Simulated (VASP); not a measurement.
## KCd2P2: single point with PBE

Crystal: KCd2P2.

```
CELL_PARAMETERS angstrom
4.02923 0.00000 0.00000
-2.01461 3.48941 0.00000
0.00000 0.00000 8.58665
ATOMIC_POSITIONS crystal
K 0.00000 0.00000 0.00000
Cd 0.33333 0.66667 0.50000
Cd 0.66667 0.33333 0.50000
P 0.33333 0.66667 0.00000
P 0.66667 0.33333 0.00000
```

The cell was generated, and may not be a known phase.

| Item | Value |
| --- | --- |
| Program | VASP 6.6.1 |
| Task | single point |
| Functional | PBE |
| Potentials or basis | VASP PAW PBE potentials, release 64 (K_sv, Cd, P) |
| Cutoff | 500 eV |
| k mesh | 6 × 6 × 2 |
| Occupations | gaussian, width 0.1 eV |
| Spin | no spin polarisation |
| Dipole correction | no |
| Further INCAR settings | ALGO = Normal; EDIFF = 1e-06; NBANDS = 30 |

```
Pressure               : 37.0 GPa
Band gap on the k mesh : zero (an odd number of electrons rules out a gap without spin polarisation)
```

Stress tensor (GPa, compression positive):
```
56.17  0.00  0.00
 0.00 56.17  0.00
 0.00  0.00 -1.41
```

Levels at points of the mesh, in eV from the Fermi level:
```csv
k point,band 19,band 20,band 21,band 22,band 23,band 24,band 25,band 26
"(0.00, 0.00, 0.00)",-5.04,-3.95,-0.58,2.06,2.48,4.43,4.43,5.15
"(0.50, 0.00, 0.00)",-3.53,-3.49,-1.33,-0.99,1.20,1.71,2.21,3.27
"(0.00, 0.00, 0.50)",-5.04,-3.61,-1.51,2.48,3.92,4.43,4.43,5.09
"(0.50, 0.00, 0.50)",-3.49,-3.18,-1.33,-0.82,1.20,1.55,1.65,2.65
```

It took 59 s on 1 thread of Oxide Virtual Turin-like Processor, with other jobs on the host, peak memory 0.21 GiB.

Caveat: the k points lie up to 0.37 Å⁻¹ apart, too coarse for converged energies and pressures of a metal.
